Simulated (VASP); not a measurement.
Wanted: the native input for a VASP 6.6.1 run.

| Property | Result |
| --- | --- |
| Task | single point |
| Functional | r2SCAN |
| Dispersion | D3(BJ) |
| Potentials or basis | VASP PAW PBE potentials, release 64 (O_h, C_h) |
| Cutoff | 1100 eV |
| k mesh | 1 × 1 × 1 |
| Occupations | fermi-dirac, width 0.05 eV |
| Spin | no spin polarisation |
| Dipole correction | no |
| Further INCAR settings | LREAL = Auto; ALGO = Normal; EDIFF = 1e-06; NBANDS = 54 |

System: CO.

```
O C
1.0
     7.74175    0.00000    0.00000
     0.00000    7.74175    0.00000
     0.00000    0.00000    7.74175
O C
8 8
Direct
  0.88285 0.29706 0.62788
  0.46473 0.18196 0.14829
  0.74045 0.77161 0.73623
  0.18349 0.82932 0.03625
  0.44465 0.43503 0.62999
  0.37312 0.02660 0.53525
  0.90331 0.28106 0.04185
  0.79826 0.83980 0.28876
  0.88879 0.38906 0.51358
  0.37220 0.17789 0.03538
  0.69590 0.88517 0.81679
  0.10866 0.86842 0.91601
  0.38304 0.56168 0.67242
  0.24456 0.06881 0.49010
  0.85703 0.41646 0.01702
  0.67675 0.76174 0.32134
```

One way to write it, as run:

POSCAR

```
CO
1.0
    7.7417530000      0.0000000000      0.0000000000
    0.0000000000      7.7417530000      0.0000000000
    0.0000000000      0.0000000000      7.7417530000
O C
8 8
Direct
    0.8828491428      0.2970645021      0.6278810497
    0.4647267873      0.1819613723      0.1482868286
    0.7404524531      0.7716081874      0.7362286035
    0.1834855749      0.8293212145      1.0362510920
    0.4446538142      0.4350306707      0.6299865160
    0.3731196281      0.0265960436      0.5352534497
    0.9033096251      0.2810603748      0.0418509865
    0.7982558989      0.8397968780      0.2887588896
    0.8887909495      0.3890591704      0.5135787721
    0.3722025231      0.1778925264      0.0353795839
    0.6959018197      0.8851741976      0.8167917525
    0.1086575611      0.8684208861      0.9160070077
    0.3830398619      0.5616815726      0.6724187661
    0.2445570144      0.0688087052      0.4900957186
    0.8570281175      0.4164560662      0.0170245679
    0.6767459515      0.7617396215      0.3213354908
```

INCAR.step1

```
SYSTEM = CO
PREC = Accurate
ENCUT = 1100
ISMEAR = -1
SIGMA = 0.05
LREAL = Auto
LASPH = .TRUE.
NELM = 120
NBANDS = 54
GGA = PE
ALGO = Normal
EDIFF = 1E-5
LWAVE = .TRUE.
LCHARG = .FALSE.
GGA_COMPAT = .FALSE.
```

INCAR.step2

```
SYSTEM = CO
PREC = Accurate
ENCUT = 1100
EDIFF = 1E-6
ISMEAR = -1
SIGMA = 0.05
LREAL = Auto
LASPH = .TRUE.
NELM = 120
ALGO = Normal
ISIF = 2
LWAVE = .FALSE.
LCHARG = .FALSE.
METAGGA = R2SCAN
LMIXTAU = .TRUE.
IVDW = 12
VDW_S6 = 1.0
VDW_S8 = 0.78981345
VDW_A1 = 0.49484001
VDW_A2 = 5.73083694
NBANDS = 54
ISTART = 1
GGA_COMPAT = .FALSE.
```

KPOINTS

```
Automatic mesh
0
G
  1 1 1
  0 0 0
```

Potentials or basis: VASP PAW PBE potentials, release 64 (O_h, C_h).

The run is started by

```sh
$ cat potpaw_PBE.64/O_h/POTCAR potpaw_PBE.64/C_h/POTCAR > POTCAR
$ cp INCAR.step1 INCAR
$ mpirun -np 1 vasp_gam > vasp.out
$ cp INCAR.step2 INCAR
$ mpirun -np 1 vasp_gam > vasp.out
```

It gave:

| Item | Value |
| --- | --- |
| Pressure | -0.7 GPa |
| Largest force | 2.839 eV/Å |
| Dispersion energy per atom | -0.024 eV |

Caveat: the k points lie up to 0.81 Å⁻¹ apart, too coarse for converged energies, forces and pressures; the PAW data sets were made with another functional, which shifts forces and pressure a little.

Run time: 4.5 min on 1 thread of AMD EPYC 9R45 96-Core Processor (Zen 5) (shared host), peak memory 1.1 GiB.
